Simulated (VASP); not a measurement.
# Ag (Fm-3m) in VASP: settings compared, part 2 of 2

VASP 6.6.1.

**4. Single point, PBE**

This run uses another cell than the first one, of 17.05 Å³/atom, 0.962 times its volume.

File INCAR:

```
PREC = Accurate
ENCUT = 520
EDIFF = 1E-7
ISMEAR = -1
SIGMA = 0.05
LREAL = F
LASPH = T
NELM = 80
ALGO = Normal
ISIF = 2
LWAVE = F
LCHARG = F
GGA = PE
NBANDS = 12
```

File KPOINTS:

```
Automatic mesh
0
Gamma
  11 11 11
```

File POSCAR:

```
Ag
1.0
    0.0000000000      2.0427500000      2.0427500000
    2.0427500000      0.0000000000      2.0427500000
    2.0427500000      2.0427500000      0.0000000000
Ag
1
Direct
    0.0000000000      0.0000000000      0.0000000000
```

Potentials or basis: VASP PAW PBE potentials, release 64 (Ag).

Launch:

```sh
$ cat potpaw_PBE.64/Ag/POTCAR > POTCAR
$ mpirun -np 1 vasp_std > vasp.out
```

OUTCAR:

```text
PREC = Accurate
   ENCUT = 520
   EDIFF = 1E-7
   ISMEAR = -1
   LREAL = F
   LASPH = T
   NELM = 80
   ISIF = 2
   GGA = PE

 ion  position               nearest neighbor table
   1  0.000  0.000  0.000-

  LATTYP: Found a face centered cubic cell.
 ALAT       =     4.0855000000

  Lattice vectors:

 A1 = (   0.0000000000,   2.0427500000,   2.0427500000)
 A2 = (   2.0427500000,   0.0000000000,   2.0427500000)
 A3 = (   2.0427500000,   2.0427500000,   0.0000000000)

Analysis of symmetry for initial positions (statically):
=====================================================================
 Subroutine PRICEL returns:
 Original cell was already a primitive cell.

 Routine SETGRP: Setting up the symmetry group for a
 face centered cubic supercell.

 Subroutine GETGRP returns: Found 48 space group operations
 (whereof 48 operations were pure point group operations)
 out of a pool of 48 trial point group operations.

The static configuration has the point symmetry O_h .

Analysis of symmetry for dynamics (positions and initial velocities):
=====================================================================
 Subroutine PRICEL returns:
 Original cell was already a primitive cell.

 Routine SETGRP: Setting up the symmetry group for a
 face centered cubic supercell.

 Subroutine GETGRP returns: Found 48 space group operations
 (whereof 48 operations were pure point group operations)
 out of a pool of 48 trial point group operations.

The dynamic configuration has the point symmetry O_h .

 Subroutine INISYM returns: Found 48 space group operations
 (whereof 48 operations are pure point group operations),
 and found     1 'primitive' translations

----------------------------------------------------------------------------------------

                                     Primitive cell

  volume of cell :      17.0481

[... 107 lines left out ...]
  volume/ion in A,a.u.               =      17.05       115.05
  Fermi-wavevector in a.u.,A,eV,Ry     =   1.414644  2.673290 27.228221  2.001218
  Thomas-Fermi vector in A             =   2.536165
   LORBIT       =      0    0 simple, 1 ext, 2 COOP (PROOUT), +10 PAW based schemes
   GGA     = PE    functional components
   LHFCALC =     F    Hartree Fock is set to
   AEXX    =    0.0000 exact exchange contribution
   IVDW    =     0    specifies the selected vdW correction
   LEPSILON=     F    determine dielectric tensor
   LRPA    =     F    only Hartree local field effects (RPA)
 non-spin polarized calculation
  energy-cutoff  :      520.00
  volume of cell :       17.05
 maximum number of plane-waves:       477
 NGX is ok and might be reduce to    24
   NGX = 11   NGY = 11   NGZ = 11

 number of electron      10.9999999 magnetization

 Free energy of the ion-electron system (eV)
  ---------------------------------------------------
  ext. energy  EPLUGINS =         0.00000000
  ---------------------------------------------------
  free energy    TOTEN  =        -2.71060484 eV

  energy without entropy =       -2.70778928  energy(sigma->0) =       -2.70919706

 E-fermi :   8.6795     XC(G=0): -12.2123

 val. band max:        8.6417662920   @ k =  -0.4545   0.0909   0.0000
 cond. band min:       8.7339181627   @ k =   0.4545   0.3636   0.0000
 fundamental gap:      0.0921518707
 Fermi energy:         8.6794930851

 k-point     1 :       0.0000    0.0000    0.0000
  band No.  band energies     occupation
      1       0.6624      2.00000
      2       3.6172      2.00000
      3       3.6172      2.00000
      4       3.6172      2.00000
      5       4.6506      2.00000
      6       4.6506      2.00000
      7      24.4562      0.00000
      8      28.0358      0.00000
      9      28.0358      0.00000
     10      28.0358      0.00000
     11      32.8436      0.00000
     12      33.9820      0.00000
[... 331 lines left out ...]
 k-point    24 :      -0.1818    0.1818    0.0000
  band No.  band energies     occupation
      1       2.6938      2.00000
      2       3.2170      2.00000
      3       3.8324      2.00000
      4       4.2305      2.00000
      5       4.2617      2.00000
      6       5.7979      2.00000
      7      20.3639      0.00000
      8      20.7712      0.00000
      9      27.0606      0.00000
     10      28.8649      0.00000
     11      29.5473      0.00000
     12      33.0684      0.00000

 [... further k-points ...]
[... 5 lines left out ...]
  --------------------------------------------------------------------------------------
  -------------------------------------------------------------------------------------
  Total        0.4525337      0.4525337      0.4525337      0.0000000      0.0000000      0.0000000
  in kB       42.5290653     42.5290653     42.5290653      0.0000000      0.0000000      0.0000000
  external PRESSURE =      42.5290653 kB  Pullay stress =       0.0000000 kB

 VOLUME and BASIS-vectors are now :
 -----------------------------------------------------------------------------
  energy-cutoff  :      520.00
  volume of cell :       17.05
      direct lattice vectors                 reciprocal lattice vectors
     0.000000000  2.042750000  2.042750000    -0.244768082  0.244768082  0.244768082
     2.042750000  0.000000000  2.042750000     0.244768082 -0.244768082  0.244768082
     2.042750000  2.042750000  0.000000000     0.244768082  0.244768082 -0.244768082

 POSITION                                       TOTAL-FORCE (eV/Angst)
 -----------------------------------------------------------------------------------
      0.00000      0.00000      0.00000         0.000000     -0.000000     -0.000000
 -----------------------------------------------------------------------------------
    total drift:                               -0.000000      0.000000     -0.000000

  FREE ENERGIE OF THE ION-ELECTRON SYSTEM (eV)
  ---------------------------------------------------
  free  energy   TOTEN  =        -2.7106048355 eV

  energy  without entropy=       -2.7077892840  energy(sigma->0) =       -2.70919706
```

OSZICAR:

```text
N       E                     dE             d eps       ncg     rms          rms(c)
DAV:   1     0.515997866200E+02    0.51600E+02   -0.54715E+03  1360   0.825E+02
DAV:   2    -0.213839555260E+01   -0.53738E+02   -0.50604E+02  1572   0.193E+02
DAV:   3    -0.296728110719E+01   -0.82889E+00   -0.82847E+00  1580   0.251E+01
DAV:   4    -0.297000273591E+01   -0.27216E-02   -0.27216E-02  1560   0.148E+00
DAV:   5    -0.297002476470E+01   -0.22029E-04   -0.22030E-04  1608   0.120E-01    0.522E+00
DAV:   6    -0.272205537845E+01    0.24797E+00   -0.96179E-01  1468   0.880E+00    0.336E+00
DAV:   7    -0.271354474871E+01    0.85106E-02   -0.11063E-02  1564   0.988E-01    0.189E+00
DAV:   8    -0.271059460131E+01    0.29501E-02   -0.70438E-04  1516   0.198E-01    0.100E-01
DAV:   9    -0.271059962081E+01   -0.50195E-05   -0.76490E-06  1604   0.204E-02    0.258E-02
DAV:  10    -0.271060542872E+01   -0.58079E-05   -0.40526E-06  1540   0.189E-02    0.686E-03
DAV:  11    -0.271060489095E+01    0.53776E-06   -0.88705E-08  1448   0.243E-03    0.624E-04
DAV:  12    -0.271060483548E+01    0.55471E-07   -0.51394E-09   836   0.616E-04
   1 F= -.27106048E+01 E0= -.27091971E+01  d E =-.281555E-02
```

stdout:

```text
POSCAR found type information on POSCAR Ag
 POSCAR found :  1 types and       1 ions
 scaLAPACK will be used
 LDA part: xc-table for (Slater+PW92), standard interpolation
 POSCAR, INCAR and KPOINTS ok, starting setup
 FFT: planning ... GRIDC
 FFT: planning ... GRID_SOFT
 FFT: planning ... GRID
 WAVECAR not read
 entering main loop
```

Wall time 8.9 s (1 thread of Intel Xeon Platinum 8488C (Sapphire Rapids), shared host); peak memory 0.14 GiB.

What came out:

```yaml
Free_energy: -2.7106 eV
Pressure: 4.3 GPa
```

**5. Single point, PBEsol**

This run uses another cell than the first one, of 17.05 Å³/atom, 0.962 times its volume.

File INCAR:

```
SYSTEM = Ag
ALGO     = Fast           ! electronic algorithm
EDIFF    = 1E-7           ! SCF threshold, eV
ENCUT    = 520            ! plane-wave cutoff, eV
GGA      = PS             ! functional
ISIF     = 2              ! what is computed and relaxed
ISMEAR   = -1             ! smearing method
LASPH    = .TRUE.         ! aspherical terms in the spheres
LCHARG   = .TRUE.         ! write CHGCAR
LELF     = .TRUE.         ! ELF
LREAL    = .FALSE.        ! projectors in reciprocal space
LVHAR    = .TRUE.       
LWAVE    = .FALSE.        ! write WAVECAR
NBANDS   = 12             ! bands
NELM     = 80             ! most SCF steps
PREC     = Accurate       ! precision mode
SIGMA    = 0.05           ! smearing width, eV
```

File KPOINTS:

```
k-points
0
G
  11 11 11
  0 0 0
```

POSCAR is that of step 4.

Potentials or basis: VASP PAW PBE potentials, release 64 (Ag).

Launch:

```sh
$ cat potpaw_PBE.64/Ag/POTCAR > POTCAR
$ mpirun -np 1 vasp_std > vasp.out
```

OUTCAR:

```text
SYSTEM = Ag
   EDIFF = 1E-7
   ENCUT = 520
   GGA = PS
   ISIF = 2
   ISMEAR = -1
   LASPH = .TRUE.
   LREAL = .FALSE.
   NELM = 80
   PREC = Accurate

 ion  position               nearest neighbor table
   1  0.000  0.000  0.000-

  LATTYP: Found a face centered cubic cell.
 ALAT       =     4.0855000000

  Lattice vectors:

 A1 = (   0.0000000000,   2.0427500000,   2.0427500000)
 A2 = (   2.0427500000,   0.0000000000,   2.0427500000)
 A3 = (   2.0427500000,   2.0427500000,   0.0000000000)

Analysis of symmetry for initial positions (statically):
=====================================================================
 Subroutine PRICEL returns:
 Original cell was already a primitive cell.

 Routine SETGRP: Setting up the symmetry group for a
 face centered cubic supercell.

 Subroutine GETGRP returns: Found 48 space group operations
 (whereof 48 operations were pure point group operations)
 out of a pool of 48 trial point group operations.

The static configuration has the point symmetry O_h .

Analysis of symmetry for dynamics (positions and initial velocities):
=====================================================================
 Subroutine PRICEL returns:
 Original cell was already a primitive cell.

 Routine SETGRP: Setting up the symmetry group for a
 face centered cubic supercell.

 Subroutine GETGRP returns: Found 48 space group operations
 (whereof 48 operations were pure point group operations)
 out of a pool of 48 trial point group operations.

The dynamic configuration has the point symmetry O_h .

 Subroutine INISYM returns: Found 48 space group operations
 (whereof 48 operations are pure point group operations),
 and found     1 'primitive' translations

----------------------------------------------------------------------------------------

                                     Primitive cell

  volume of cell :      17.0481

  direct lattice vectors                    reciprocal lattice vectors
     0.000000000  2.042750000  2.042750000    -0.244768082  0.244768082  0.244768082
     2.042750000  0.000000000  2.042750000     0.244768082 -0.244768082  0.244768082
     2.042750000  2.042750000  0.000000000     0.244768082  0.244768082 -0.244768082

  length of vectors
     2.888884755  2.888884755  2.888884755     0.423950755  0.423950755  0.423950755

  position of ions in fractional coordinates (direct lattice)
     0.000000000  0.000000000  0.000000000

  ion indices of the primitive-cell ions
   primitive index   ion index
                 1           1

----------------------------------------------------------------------------------------

 KPOINTS: k-points

Automatic generation of k-mesh.
 Grid dimensions read from file:
 generate k-points for:   11   11   11

 Generating k-lattice:

  Cartesian coordinates                     Fractional coordinates (reciprocal lattice)
    -0.022251644  0.022251644  0.022251644     0.090909091  0.000000000  0.000000000
     0.022251644 -0.022251644  0.022251644     0.000000000  0.090909091  0.000000000
     0.022251644  0.022251644 -0.022251644     0.000000000  0.000000000  0.090909091

  Length of vectors
     0.038540978  0.038540978  0.038540978

  Shift w.r.t. Gamma in fractional coordinates (k-lattice)
     0.000000000  0.000000000  0.000000000

 Subroutine IBZKPT returns following result:
 ===========================================

 Found     56 irreducible k-points:

 Following reciprocal coordinates:
            Coordinates               Weight
  0.000000  0.000000  0.000000      1.000000
  0.090909  0.000000  0.000000      8.000000
  0.181818  0.000000  0.000000      8.000000
  0.272727  0.000000  0.000000      8.000000
  0.363636  0.000000  0.000000      8.000000
  0.454545  0.000000  0.000000      8.000000
[... 16 lines left out ...]
 -0.272727  0.181818  0.000000     24.000000
 -0.181818  0.181818  0.000000     12.000000
 [... further k-points ...]
   k-points           NKPTS =     56   k-points in BZ     NKDIM =     56   number of bands    NBANDS=     12
   number of dos      NEDOS =    301   number of ions     NIONS =      1
   total plane-waves  NPLWV =  13824
   dimension x,y,z NGX =    24 NGY =   24 NGZ =   24
   dimension x,y,z NGXF=    48 NGYF=   48 NGZF=   48
   ions per type =               1
   NGX,Y,Z   is equivalent  to a cutoff of  13.81, 13.81, 13.81 a.u.
   NGXF,Y,Z  is equivalent  to a cutoff of  27.62, 27.62, 27.62 a.u.
 SYSTEM =  Ag
   PREC   = accura    normal or accurate (medium, high low for compatibility)
   ISTART =      0    job   : 0-new  1-cont  2-samecut
   ICHARG =      2    charge: 1-file 2-atom 10-const
   ISPIN  =      1    spin polarized calculation?
   LNONCOLLINEAR =      F non collinear calculations
   LSORBIT =      F    spin-orbit coupling
   LASPH  =      T    aspherical Exc in radial PAW
   ENCUT  =  520.0 eV  38.22 Ry    6.18 a.u.   5.37  5.37  5.37*2*pi/ulx,y,z
   NELM   =     80;   NELMIN=  2; NELMDL= -5     # of ELM steps
   EDIFF  = 0.1E-06   stopping-criterion for ELM
   LREAL  =      F    real-space projection
   EDIFFG = 0.1E-05   stopping-criterion for IOM
   NSW    =      0    number of steps for IOM
   IBRION =     -1    ionic relax: 0-MD 1-quasi-New 2-CG
   NFREE  =      0    steps in history (QN), initial steepest desc. (CG)
   ISIF   =      2    stress and relaxation
   ISYM   =      2    0-nonsym 1-usesym 2-fastsym
   POTIM  = 0.5000    time-step for ionic-motion
   TEBEG  =    0.0;   TEEND  =   0.0 temperature during run
   PSTRESS=    0.0 pullay stress
   NELECT =      11.0000    total number of electrons
   NUPDOWN=      -1.0000    fix difference up-down
   EMIN   =  10.00;   EMAX   =-10.00  energy-range for DOS
   EFERMI =   0.00;   METHOD = LEGACY
   ISMEAR =    -1;   SIGMA  =   0.05  broadening in eV -4-tet -1-fermi 0-gaus
   EFERMI_NEDOS =   21; number of points for ismear=-14 and -15
   IALGO  =     68    algorithm
   IMIX   =      4    mixing-type and parameters
     AMIX     =   0.40;   BMIX     =  1.00
     AMIX_MAG =   1.60;   BMIX_MAG =  1.00
  volume/ion in A,a.u.               =      17.05       115.05
  Fermi-wavevector in a.u.,A,eV,Ry     =   1.414644  2.673290 27.228221  2.001218
  Thomas-Fermi vector in A             =   2.536165
   LORBIT       =      0    0 simple, 1 ext, 2 COOP (PROOUT), +10 PAW based schemes
   GGA     = PS    functional components
   LHFCALC =     F    Hartree Fock is set to
   AEXX    =    0.0000 exact exchange contribution
   IVDW    =     0    specifies the selected vdW correction
   LEPSILON=     F    determine dielectric tensor
   LRPA    =     F    only Hartree local field effects (RPA)
 non-spin polarized calculation
 RMM-DIIS sequential band-by-band and
  energy-cutoff  :      520.00
  volume of cell :       17.05
 maximum number of plane-waves:       477
 NGX is ok and might be reduce to    24
   NGX = 11   NGY = 11   NGZ = 11

 number of electron      10.9999999 magnetization

 Free energy of the ion-electron system (eV)
  ---------------------------------------------------
  ext. energy  EPLUGINS =         0.00000000
  ---------------------------------------------------
  free energy    TOTEN  =        -3.30969876 eV

  energy without entropy =       -3.30704334  energy(sigma->0) =       -3.30837105

 E-fermi :   8.4410     XC(G=0): -12.4142

 val. band max:        8.3991364252   @ k =  -0.4545   0.0909   0.0000
 cond. band min:       8.4921416012   @ k =   0.4545   0.3636   0.0000
 fundamental gap:      0.0930051759
 Fermi energy:         8.4410111877

 k-point     1 :       0.0000    0.0000    0.0000
  band No.  band energies     occupation
      1       0.4014      2.00000
      2       3.4550      2.00000
      3       3.4550      2.00000
      4       3.4550      2.00000
      5       4.5013      2.00000
      6       4.5013      2.00000
      7      24.2189      0.00000
      8      27.7919      0.00000
      9      27.7919      0.00000
     10      27.7919      0.00000
     11      32.6132      0.00000
     12      33.7349      0.00000

 k-point     2 :       0.0909    0.0000    0.0000
  band No.  band energies     occupation
      1       0.6569      2.00000
      2       3.3989      2.00000
      3       3.5238      2.00000
      4       3.5238      2.00000
      5       4.4769      2.00000
      6       4.4769      2.00000
      7      24.1825      0.00000
      8      26.0042      0.00000
      9      27.8918      0.00000
     10      27.8918      0.00000
     11      32.2156      0.00000
     12      33.4011      0.00000
[... 316 lines left out ...]
 k-point    24 :      -0.1818    0.1818    0.0000
  band No.  band energies     occupation
      1       2.4607      2.00000
      2       3.0476      2.00000
      3       3.6655      2.00000
      4       4.0732      2.00000
      5       4.1080      2.00000
      6       5.6287      2.00000
      7      20.1202      0.00000
      8      20.5352      0.00000
      9      26.8171      0.00000
     10      28.6251      0.00000
     11      29.2987      0.00000
     12      32.8196      0.00000

 [... further k-points ...]
[... 5 lines left out ...]
  --------------------------------------------------------------------------------------
  -------------------------------------------------------------------------------------
  Total       -0.3301732     -0.3301732     -0.3301732      0.0000000      0.0000000     -0.0000000
  in kB      -31.0296383    -31.0296383    -31.0296383      0.0000000      0.0000000     -0.0000000
  external PRESSURE =     -31.0296383 kB  Pullay stress =       0.0000000 kB

 VOLUME and BASIS-vectors are now :
 -----------------------------------------------------------------------------
  energy-cutoff  :      520.00
  volume of cell :       17.05
      direct lattice vectors                 reciprocal lattice vectors
     0.000000000  2.042750000  2.042750000    -0.244768082  0.244768082  0.244768082
     2.042750000  0.000000000  2.042750000     0.244768082 -0.244768082  0.244768082
     2.042750000  2.042750000  0.000000000     0.244768082  0.244768082 -0.244768082

 POSITION                                       TOTAL-FORCE (eV/Angst)
 -----------------------------------------------------------------------------------
      0.00000      0.00000      0.00000        -0.000000      0.000000      0.000000
 -----------------------------------------------------------------------------------
    total drift:                               -0.000000      0.000000      0.000000

  FREE ENERGIE OF THE ION-ELECTRON SYSTEM (eV)
  ---------------------------------------------------
  free  energy   TOTEN  =        -3.3096987622 eV

  energy  without entropy=       -3.3070433410  energy(sigma->0) =       -3.30837105
```

Run time: 10 s. Hardware: 1 thread of AMD EPYC 7R13 (Zen 3), shared host; peak memory 0.11 GiB.

What came out:

| Property | Result |
| --- | --- |
| Free energy | -3.3097 eV |
| Pressure | -3.1 GPa |

Levels at points of the mesh, in eV from the Fermi level:
| k point | band 2 | band 3 | band 4 | band 5 | band 6 | band 7 | band 8 | band 9 | band 10 | band 11 |
| --- | --- | --- | --- | --- | --- | --- | --- | --- | --- | --- |
| (0.00, 0.00, 0.00) | -4.99 | -4.99 | -4.99 | -3.94 | -3.94 | 15.78 | 19.35 | 19.35 | 19.35 | 24.17 |

Caveat: the PAW data sets were made with another functional, which shifts forces and pressure a little.

**6. Overview**

| level | potentials or basis | cell | gap on the mesh (eV) | pressure (GPa) |
| --- | --- | --- | --- | --- |
| LDA | VASP PAW LDA potentials, release 64 (Ag) | a = 2.927 Å, angles 60.0°, 1 atom | none | -10.7 |
| LDA | VASP PAW LDA potentials, release 64 (Ag) | a = 2.946 Å, angles 60.0°, 1 atom | none | -11.9 |
| PBE | VASP PAW PBE potentials, release 64 (Ag) | a = 2.889 Å, angles 60.0°, 1 atom | none | 4.3 |
| PBEsol | VASP PAW PBE potentials, release 64 (Ag) | a = 2.889 Å, angles 60.0°, 1 atom | none | -3.1 |

Alike in all rows: task single point; no spin polarisation; k mesh 11 × 11 × 11; cutoff (eV) 520; smearing fermi-dirac 0.05 eV.

Caveats: the PAW data sets were made with another functional, which shifts forces and pressure a little (some runs).

Total energies depend on the potentials used, so only differences within one code and one set of settings carry meaning.
